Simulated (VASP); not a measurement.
A run of VASP 6.6.1 is set up as follows.

File INCAR:

```
SYSTEM = Ti
PREC     = Accurate       ! precision mode
ENCUT    = 500            ! plane-wave cutoff, eV
EDIFF    = 1E-6           ! SCF threshold, eV
ISMEAR   = -1             ! smearing method
SIGMA    = 0.1            ! smearing width, eV
LREAL    = .FALSE.        ! projectors in reciprocal space
LASPH    = .TRUE.         ! aspherical terms in the spheres
NELM     = 120            ! most SCF steps
ALGO     = Normal         ! electronic algorithm
ISIF     = 2              ! what is computed and relaxed
LWAVE    = .FALSE.        ! write WAVECAR
LCHARG   = .FALSE.        ! write CHGCAR
GGA      = PS             ! functional
NBANDS   = 12             ! bands
GGA_COMPAT= .FALSE.
```

Contents of KPOINTS:

```
Automatic mesh
0
G
  11 11 11
  0 0 0
```

POSCAR

```
Ti
1.0
   -1.4691973713      1.4691973713      1.4691973713
    1.4691973713     -1.4691973713      1.4691973713
    1.4691973713      1.4691973713     -1.4691973713
Ti
1
Direct
    0.0000000000      0.0000000000      0.0000000000
```

Potentials or basis: VASP PAW PBE potentials, release 64 (Ti_sv).

Launch:

```bash
$ cat potpaw_PBE.64/Ti_sv/POTCAR > POTCAR
$ mpirun -np 1 vasp_std > vasp.out
```

Task: What does it give for the pressure?

Result: 44.1 GPa.

Task: Estimate the band gap on the k mesh.

Result: Zero (bands 6 and 7 overlap by 2.11 eV).

Caveat: the cell stands under pressure; the PAW data sets were made with another functional, which shifts forces and pressure a little.
